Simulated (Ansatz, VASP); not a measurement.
Given: the input of a run of Ansatz 0.2.0 on MgI2.

The input input.yaml:

```yaml
crystal:
  lattice:
    - [4.0554864901, 0.0, 0.0]
    - [-2.027743245, 3.5121543251, 0.0]
    - [0.0, 0.0, 6.739552428]
  atoms:
    - { symbol: I, position: [0.6666666667, 0.3333333333, 0.75] }
    - { symbol: I, position: [0.3333333333, 0.6666666667, 0.25] }
    - { symbol: Mg, position: [0.0, 0.0, 0.0] }
kpoints:
  mp_grid: { grid: [8, 8, 4] }
scf:
  occupations: { method: fermi_dirac, width: 0.05 }
hamiltonian:
  xc: pbe
  pseudopotentials: { kind: all_electron, lapw: { basis_error: 0.001 } }
output:
  forces: true
  stress: true
  eigenvalues: true
```

Potentials or basis: all-electron LAPW, scalar-relativistic.

Command:

```bash
$ ansatz run input.yaml --threads 2 --pin off --max-ram 6144MiB --backend cpu --events-out ev --progress --plain --runs-dir out
```

Task: Set up the same calculation for VASP 6.6.1. Potentials there: VASP PAW PBE potentials, release 64 (I, Mg).

Result: As run (the cutoff follows the program's own potentials):

INCAR

```
ALGO = Normal ; EDIFF = 1E-7
ENCUT = 520 ; GGA = PE
ISIF = 2 ; ISMEAR = -1
LASPH = True ; LCHARG = True
LELF = True ; LREAL = False
LVHAR = True ; LWAVE = False
NBANDS = 15 ; NELM = 80
PREC = Accurate ; SIGMA = 0.05
```

KPOINTS

```
k-points
0
Gamma
  8 8 4
```

The input POSCAR:

```
MgI2
1.0
    4.0554864901      0.0000000000      0.0000000000
   -2.0277432450      3.5121543251      0.0000000000
    0.0000000000      0.0000000000      6.7395524280
I Mg
2 1
Direct
    0.6666666667      0.3333333333      0.7500000000
    0.3333333333      0.6666666667      0.2500000000
    0.0000000000      0.0000000000      0.0000000000
```

Potentials or basis: VASP PAW PBE potentials, release 64 (I, Mg).

Command:

```bash
$ cat potpaw_PBE.64/I/POTCAR potpaw_PBE.64/Mg/POTCAR > POTCAR
$ mpirun -np 1 vasp_std > vasp.out
```

Both were run:

|  | VASP | Ansatz | Ansatz less VASP |
| --- | --- | --- | --- |
| gap on the k mesh at the Fermi level (eV) | 3.53 | 3.54 | +0.015 |
| least direct gap on the mesh (eV) | 3.90 | 3.91 | +0.012 |
| pressure (GPa) | 2.8 | 2.9 | +0.06 |
| traceless stress, the component that is largest in VASP (GPa) | -0.42 | -0.43 | -0.005 |
| rms of the force components (eV/Å) | 0.013 | 0.017 | +0.0040 |

Atom by atom the forces differ by 0.004 eV/Å (rms over components). Ansatz ran all-electron here, and VASP with PAW potentials.

Neither program's run includes spin-orbit coupling.
